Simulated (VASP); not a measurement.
## YHfF3: single point with PBE

Crystal: YHfF3.

```xyz
5
Lattice="4.0382 0.0000 0.0000 0.0000 4.0382 0.0000 0.0000 0.0000 4.0382" Properties=species:S:1:pos:R:3 pbc="T T T"
Y     2.0191    2.0191    2.0191
Hf    0.0000    0.0000    0.0000
F     2.0191    0.0000    0.0000
F     0.0000    2.0191    0.0000
F     0.0000    0.0000    2.0191
```

```json
{"Program": "VASP 6.6.1", "Task": "single point", "Functional": "PBE", "Potentials or basis": "VASP PAW PBE potentials, release 64 (Y_sv, Hf_pv, F)", "Cutoff": "520 eV", "k mesh": "4 × 4 × 4", "Occupations": "gaussian, width 0.1 eV", "Spin": "no spin polarisation", "Dipole correction": "no", "Further INCAR settings": "ALGO = Normal; EDIFF = 1e-06; NBANDS = 29"}
```

| Item | Value |
| --- | --- |
| Pressure | 33.0 GPa |
| Band gap on the k mesh | zero (band 21 reaches 7.81 eV, above the bottom of band 22 at 6.28 eV) |

Levels at points of the mesh, in eV from the Fermi level:
```tsv
k point	band 17	band 18	band 19	band 20	band 21	band 22	band 23	band 24	band 25	band 26
(0.00, 0.00, 0.00)	-9.39	-9.39	-9.39	-2.71	-1.26	-1.26	-1.26	-1.01	-1.01	2.91
(0.50, 0.00, 0.00)	-10.02	-9.48	-9.48	-0.50	-0.42	0.06	0.85	0.90	0.90	1.39
(0.50, 0.50, 0.00)	-9.98	-9.68	-9.10	0.01	0.24	0.24	0.59	1.74	2.91	3.17
(0.50, 0.50, 0.50)	-9.08	-9.08	-9.08	-0.02	-0.02	-0.02	2.11	2.11	2.11	2.68
```

Run time: 13 s on 1 thread of Intel(R) Xeon(R) 6975P-C (Granite Rapids), with other jobs on the host, peak memory 0.18 GiB.

Caveat: the k points lie up to 0.39 Å⁻¹ apart; spin-orbit coupling is left out, which moves the levels of the heavy elements.
